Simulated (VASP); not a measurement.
# As: single point with PBE+D3(BJ)

The system is As, a slab with vacuum.

```
As
1.0
     3.57134    0.00000    0.00000
    -1.78567    3.09287    0.00000
     0.00000    0.00000   20.29528
As
2
Direct
  0.33333 0.66667 0.29059
  0.66667 0.33333 0.22173
```

| Item | Value |
| --- | --- |
| Program | VASP 6.6.1 |
| Task | single point |
| Functional | PBE |
| Dispersion | D3(BJ) |
| Potentials or basis | VASP PAW PBE potentials, release 64 (As_d) |
| Cutoff | 400 eV |
| k mesh | 9 × 9 × 1 |
| Occupations | gaussian, width 0.05 eV |
| Spin | no spin polarisation |
| Dipole correction | yes |
| Further INCAR settings | ALGO = Normal; EDIFF = 1e-06; NBANDS = 22; NELMDL = -8 |

```yaml
Largest_force: 0.027 eV/Å
Band_gap_on_the_k_mesh: 1.55 eV (least direct gap 2.04 eV)
Dispersion_energy_per_atom: -0.212 eV
```

Forces in eV/Å, atoms in the order of the input:
```
As   0.000  0.000  0.027
As   0.000  0.000 -0.027
```

Levels at points of the mesh, in eV from the valence-band top:
```
           k point  band 11  band 12  band 13  band 14  band 15  band 16  band 17  band 18  band 19  band 20
(0.00, 0.00, 0.00)   -13.68    -7.29    -0.70     0.00     0.00     2.04     3.52     3.52     4.77     4.98
```

It took 38 s on 1 thread of Intel(R) Xeon(R) Platinum 8488C (Sapphire Rapids), on a shared host, peak memory 0.26 GiB.
